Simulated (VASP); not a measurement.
# Sb4H in VASP: notebook, part 2 of 2

VASP 6.6.1. Earlier steps stand in the parts before.

## 4. Single point, PBEsol

Contents of INCAR:

```
SYSTEM = Sb4H
PREC     = Accurate       ! precision mode
ENCUT    = 520            ! plane-wave cutoff, eV
EDIFF    = 1E-6           ! SCF threshold, eV
ISMEAR   = 0              ! smearing method
SIGMA    = 0.1            ! smearing width, eV
LREAL    = .False.        ! projectors in reciprocal space
LASPH    = .True.         ! aspherical terms in the spheres
NELM     = 100            ! most SCF steps
ALGO     = Normal         ! electronic algorithm
ISIF     = 2              ! what is computed and relaxed
LWAVE    = .False.        ! write WAVECAR
LCHARG   = .False.        ! write CHGCAR
LDIPOL   = .True.       
IDIPOL   = 3            
DIPOL    = 0.5 0.5 0.498
GGA      = PS             ! functional
NBANDS   = 18             ! bands
```

Contents of KPOINTS:

```
Automatic mesh
0
Gamma
  9 7 1
  0 0 0
```

Contents of POSCAR:

```
Sb4H
1.0
    3.0617437794      0.0000000000      0.0000000000
    0.0000000000      4.3299595773      0.0000000000
    0.0000000000      0.0000000000     25.4949393660
Sb H
4 1
Direct
    0.0000000000      0.5000000000      0.3333994986
    0.0000000000      0.0000000000      0.4183175192
    0.0000000000      0.5000000000      0.5087321788
    0.0000000000      0.0000000000      0.5925083043
    0.5000000000      0.0000000000      0.6395018255
```

Potentials or basis: VASP PAW PBE potentials, release 64 (Sb, H).

Started as:

```console
> cat potpaw_PBE.64/Sb/POTCAR potpaw_PBE.64/H/POTCAR > POTCAR
> mpirun -np 1 vasp_std > vasp.out
```

OUTCAR:

```text
SYSTEM = Sb4H
   PREC = Accurate
   ENCUT = 520
   EDIFF = 1E-6
   ISMEAR = 0
   LREAL = .False.
   LASPH = .True.
   NELM = 100
   ISIF = 2
   GGA = PS

 ion  position               nearest neighbor table
   1  0.000  0.500  0.333-   2 3.06   2 3.06
   2  0.000  0.000  0.418-   1 3.06   1 3.06   3 3.16   3 3.16
   3  0.000  0.500  0.509-   4 3.04   4 3.04   2 3.16   2 3.16
   4  0.000  0.000  0.593-   5 1.94   5 1.94   3 3.04   3 3.04
   5  0.500  0.000  0.640-   4 1.94   4 1.94

  LATTYP: Found a simple orthorhombic cell.
 ALAT       =     3.0617437794
 B/A-ratio  =     1.4142135624
 C/A-ratio  =     8.3269343234

  Lattice vectors:

 A1 = (   3.0617437794,   0.0000000000,   0.0000000000)
 A2 = (   0.0000000000,   4.3299595773,   0.0000000000)
 A3 = (   0.0000000000,   0.0000000000,  25.4949393660)

Analysis of symmetry for initial positions (statically):
=====================================================================
 Subroutine PRICEL returns:
 Original cell was already a primitive cell.
[... 180 lines left out ...]
 fundamental gap:      0.0258264443
 Fermi energy:        -0.2836614190

 k-point     1 :       0.0000    0.0000    0.0000
  band No.  band energies     occupation
      1     -12.6412      2.00000
      2     -11.7628      2.00000
      3     -10.3606      2.00000
      4      -8.6769      2.00000
      5      -4.7129      2.00000
      6      -3.3179      2.00000
[... 397 lines left out ...]
      5      -6.4335      2.00000
      6      -4.1120      2.00000
[... 10 lines left out ...]
     17       3.3147      0.00000
     18       4.0268      0.00000

------------------------ aborting loop because EDIFF is reached ----------------------------------------

 vacuum level on the upper side and lower side of the slab       (xc-potential included)        -0.291         0.151

  FORCE on cell =-STRESS in cart. coord.  units (eV):
  Direction    XX          YY          ZZ          XY          YZ          ZX
  --------------------------------------------------------------------------------------
  -------------------------------------------------------------------------------------
  Total        3.6576951     -2.5543386     -1.0905059      0.0000000      0.0000000      0.0000000
  in kB       17.3384958    -12.1082781     -5.1693025      0.0000000      0.0000000      0.0000000
  external PRESSURE =       0.0203051 kB  Pullay stress =       0.0000000 kB

 VOLUME and BASIS-vectors are now :
 -----------------------------------------------------------------------------
  energy-cutoff  :      520.00
  volume of cell :      337.99
      direct lattice vectors                 reciprocal lattice vectors
     3.061743779  0.000000000  0.000000000     0.326611262  0.000000000  0.000000000
     0.000000000  4.329959577  0.000000000     0.000000000  0.230949038  0.000000000
     0.000000000  0.000000000 25.494939366     0.000000000  0.000000000  0.039223470

 POSITION                                       TOTAL-FORCE (eV/Angst)
 -----------------------------------------------------------------------------------
      0.00000      2.16498      8.50000         0.000000      0.000000      0.551709
      0.00000      0.00000     10.66498         0.000000      0.000000     -0.549805
      0.00000      2.16498     12.97010         0.000000      0.000000     -0.029157
      0.00000      0.00000     15.10596         0.000000      0.000000     -0.024747
      1.53087      0.00000     16.30406         0.000000      0.000000      0.052000
 -----------------------------------------------------------------------------------
    total drift:                               -0.000000      0.000000     -0.000253

  FREE ENERGIE OF THE ION-ELECTRON SYSTEM (eV)
  ---------------------------------------------------
  free  energy   TOTEN  =       -19.4960031238 eV

  energy  without entropy=      -19.4835994893  energy(sigma->0) =      -19.48980131

 vacuum level on the upper side and lower side of the slab         3.853         4.273
```

stdout:

```text
POSCAR found type information on POSCAR SbH
 POSCAR found :  2 types and       5 ions
 scaLAPACK will be used
 -----------------------------------------------------------------------------
|                                                                             |
|                                                                             |
|     You enforced a specific xc type in the INCAR file but a different       |
|     I HOPE YOU KNOW WHAT YOU ARE DOING!                                     |
|                                                                             |
 -----------------------------------------------------------------------------

 LDA part: xc-table for (Slater+PW92), standard interpolation
 POSCAR, INCAR and KPOINTS ok, starting setup
 FFT: planning ... GRIDC
 FFT: planning ... GRID_SOFT
 FFT: planning ... GRID
 WAVECAR not read
 entering main loop
```

It took 99 s on 1 thread of Intel Xeon 6975P-C (Granite Rapids), shared host; peak memory 0.43 GiB.

What came out:

| Item | Value |
| --- | --- |
| Free energy | -19.4960 eV |
| Largest force | 0.552 eV/Å |

Forces on the atoms (eV/Å):
```
Sb   0.000  0.000  0.552
Sb   0.000  0.000 -0.550
Sb   0.000  0.000 -0.029
Sb   0.000  0.000 -0.025
H    0.000  0.000  0.052
```

Caveat: the PAW data sets were made with another functional, which shifts forces and pressure a little; spin-orbit coupling is left out, which moves the levels of the heavy elements.

## 5. Single point, PBEsol

Contents of INCAR:

```
SYSTEM = Sb4H
  PREC = Accurate
  ENCUT = 400
  EDIFF = 1E-6
  ISMEAR = 0
  SIGMA = 0.1
  LREAL = .False.
  LASPH = .True.
  NELM = 120
  ALGO = Normal
  ISIF = 2
  LWAVE = .False.
  LCHARG = .False.
  LDIPOL = .True.
  IDIPOL = 3
  DIPOL = 0.5 0.5 0.501
  GGA = PS
  NBANDS = 38
  GGA_COMPAT = .False.
  NELMDL = -8
```

KPOINTS is that of step 4.

Contents of POSCAR:

```
Sb4H
1.0
    3.0617437794      0.0000000000      0.0000000000
    0.0000000000      4.3299595773      0.0000000000
    0.0000000000      0.0000000000     25.4949393660
Sb H
4 1
Direct
    0.0000000000      0.5000000000      0.3333994986
    0.0000000000      0.0000000000      0.4183175192
    0.0000000000      0.5000000000      0.5060909114
    0.0000000000      0.0000000000      0.5901104563
    0.0000000000      0.0000000000      0.6587617995
```

Potentials or basis: VASP PAW PBE potentials, release 64 (Sb_d_GW, H).

Started as:

```console
> cat potpaw_PBE.64/Sb_d_GW/POTCAR potpaw_PBE.64/H/POTCAR > POTCAR
> mpirun -np 1 vasp_std > vasp.out
```

It took 3 min on 1 thread of Intel Xeon 6975P-C (Granite Rapids), shared host; peak memory 0.38 GiB.

The run converged. Its results:

```
Free energy   : -20.0578 eV
Largest force : 0.475 eV/Å
```

Forces on the atoms (eV/Å):
```
Sb   0.000  0.000  0.475
Sb   0.000  0.000 -0.475
Sb   0.000  0.000  0.027
Sb   0.000  0.000 -0.038
H    0.000  0.000  0.011
```

Levels at points of the mesh, in eV from the Fermi level:
```tsv
k point	band 26	band 27	band 28	band 29	band 30	band 31	band 32	band 33	band 34	band 35
(0.00, 0.00, 0.00)	-3.16	-2.57	-1.97	-0.90	0.05	1.09	1.96	2.08	3.53	3.75
```

Caveat: the PAW data sets were made with another functional, which shifts forces and pressure a little; spin-orbit coupling is left out, which moves the levels of the heavy elements.
